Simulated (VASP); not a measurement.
## Pt: single point with PBEsol

Crystal: Pt.

```xyz
1
Lattice="-1.3355 1.5463 1.5463 1.5463 -1.3355 1.5463 1.5463 1.5463 -1.3355" Properties=species:S:1:pos:R:3 pbc="T T T"
Pt    0.0000    0.0000    0.0000
```

- Program: VASP 6.6.1
- Task: single point
- Functional: PBEsol
- Potentials or basis: VASP PAW PBE potentials, release 64 (Pt)
- Cutoff: 520 eV
- k mesh: 22 × 22 × 22
- Occupations: gaussian, width 0.15 eV
- Spin: no spin polarisation

```yaml
Pressure: 25.6 GPa
Band_gap_on_the_k_mesh: zero (bands 5 and 6 overlap by 2.89 eV)
```

Stress tensor (GPa, compression positive):
```
 25.64 -11.78 -11.78
-11.78  25.64 -11.78
-11.78 -11.78  25.64
```

Levels at points of the mesh, in eV from the Fermi level:
```tsv
k point	band 2	band 3	band 4	band 5	band 6	band 7	band 8	band 9
(0.00, 0.00, 0.00)	-5.14	-5.14	-1.85	-0.47	-0.47	16.01	16.01	19.81
(0.50, 0.00, 0.00)	-5.91	-0.67	-0.60	-0.35	0.40	6.33	14.50	17.90
(0.50, 0.50, 0.00)	-5.52	-1.20	-1.12	1.20	2.05	8.90	10.80	17.81
(0.50, 0.50, 0.50)	-6.82	-1.43	1.79	1.79	7.98	8.40	8.40	15.14
```

Wall time 53 s on 1 thread of Intel(R) Xeon(R) 6975P-C (Granite Rapids), on a shared host, peak memory 0.27 GiB.

Caveat: the cell stands under pressure; the PAW data sets were made with another functional, which shifts forces and pressure a little; spin-orbit coupling is left out, which moves the levels of the heavy elements.
